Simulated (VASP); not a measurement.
SrO: single point with PBE

Crystal: SrO.

```
CELL_PARAMETERS angstrom
6.24222 0.00017 -0.00003
0.00017 6.19776 -0.00002
-0.00003 -0.00002 7.14648
ATOMIC_POSITIONS crystal
Sr 0.99653 0.08263 0.12329
Sr 0.99652 0.08263 0.62330
Sr 0.99652 0.58262 0.87329
Sr 0.99652 0.58262 0.37331
Sr 0.49653 0.91594 0.87331
Sr 0.49652 0.91593 0.37330
Sr 0.49653 0.41593 0.12330
Sr 0.49652 0.41593 0.62329
O 0.24652 0.24927 0.37330
O 0.24652 0.24928 0.87329
O 0.24652 0.74928 0.12332
O 0.24653 0.74928 0.62329
O 0.74653 0.24928 0.37330
O 0.74653 0.24928 0.87328
O 0.74653 0.74928 0.12331
O 0.74652 0.74929 0.62329
```

```yaml
Program: VASP 6.6.1
Task: single point
Functional: PBE
Potentials_or_basis: VASP PAW PBE potentials, release 64 (Sr_sv, O)
Cutoff: 520 eV
k_mesh: 4 × 4 × 4
Occupations: gaussian, width 0.05 eV
Spin: no spin polarisation
Dipole_correction: no
Further_INCAR_settings: LREAL = Auto; ALGO = Normal; EDIFF = 1e-06; NBANDS = 78
```

```
Pressure               : 0.6 GPa
Largest force          : 0.004 eV/Å
Band gap on the k mesh : 2.97 eV
```

Forces on the atoms (eV/Å):
```
Sr   0.000 -0.001  0.000
Sr   0.000 -0.001 -0.001
Sr   0.000  0.000 -0.001
Sr   0.000 -0.001 -0.001
Sr   0.000 -0.001 -0.002
Sr   0.000  0.000 -0.001
Sr  -0.001  0.000  0.000
Sr  -0.001  0.000  0.000
O   -0.002  0.001  0.001
O   -0.002  0.001  0.002
O    0.002  0.000 -0.001
O    0.002 -0.001  0.000
O   -0.002  0.001  0.001
O   -0.002  0.001  0.003
O    0.002  0.000 -0.001
O    0.002 -0.001  0.000
```

Stress tensor (GPa, compression positive):
```
0.55 0.00 0.01
0.00 0.52 0.00
0.01 0.00 0.64
```

Levels at points of the mesh, in eV from the valence-band top:
| k point | band 62 | band 63 | band 64 | band 65 | band 66 | band 67 |
| --- | --- | --- | --- | --- | --- | --- |
| (0.00, 0.00, 0.00) | -0.43 | -0.25 | 0.00 | 2.97 | 3.05 | 3.86 |
| (0.50, 0.00, 0.00) | -0.78 | -0.78 | -0.78 | 4.27 | 4.27 | 4.59 |
| (0.00, 0.50, 0.00) | -0.25 | -0.19 | -0.19 | 3.05 | 3.05 | 3.52 |
| (0.50, 0.50, 0.00) | -0.93 | -0.93 | -0.93 | 4.27 | 4.27 | 4.27 |
| (0.00, 0.00, 0.50) | -0.50 | -0.19 | -0.19 | 3.75 | 3.75 | 4.11 |
| (0.50, 0.00, 0.50) | -0.74 | -0.74 | -0.74 | 4.53 | 4.53 | 4.53 |
| (0.00, 0.50, 0.50) | -0.29 | -0.28 | -0.28 | 3.50 | 3.50 | 3.50 |
| (0.50, 0.50, 0.50) | -0.87 | -0.87 | -0.87 | 4.42 | 4.42 | 4.42 |

Run time: 15 min on 1 thread of Intel(R) Xeon(R) Platinum 8559C (Emerald Rapids), with other jobs on the host, peak memory 0.63 GiB.

A k mesh can miss the band edges.
